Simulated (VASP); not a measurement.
Input of a VASP 6.6.1 run:

The input INCAR:

```
  PREC = Accurate
  ENCUT = 690
  EDIFF = 1E-6
  ISMEAR = -1
  SIGMA = 0.05
  LREAL = F
  LASPH = T
  NELM = 200
  ALGO = Normal
  ISIF = 2
  LWAVE = F
  LCHARG = F
  ISPIN = 2
  MAGMOM = 1.546
  LORBIT = 11
  LMAXMIX = 4
  GGA = CA
  NBANDS = 18
  GGA_COMPAT = F
```

KPOINTS

```
Automatic mesh
0
Gamma
  16 16 16
```

File POSCAR:

```
Co
1.0
    2.3418951886      0.0000000000      0.0000000000
    0.0000000000      2.3418951886      0.0000000000
    0.0000000000      0.0000000000      2.3418951886
Co
1
Direct
    0.0000000000      0.0000000000      0.0000000000
```

Potentials or basis: VASP PAW LDA potentials, release 64 (Co_sv).

The run is started by

```console
$ cat potpaw_LDA.64/Co_sv/POTCAR > POTCAR
$ mpirun -np 1 vasp_std > vasp.out
```

(1) What does it give for the net moment?

(2) What does it give for the site moments?

(3) What does it give for the pressure?

## Answers

(1) 1.72 μB per cell.

(2) Co +1.70 μB.

(3) -17.0 GPa.

Caveat: the cell stands under tension.
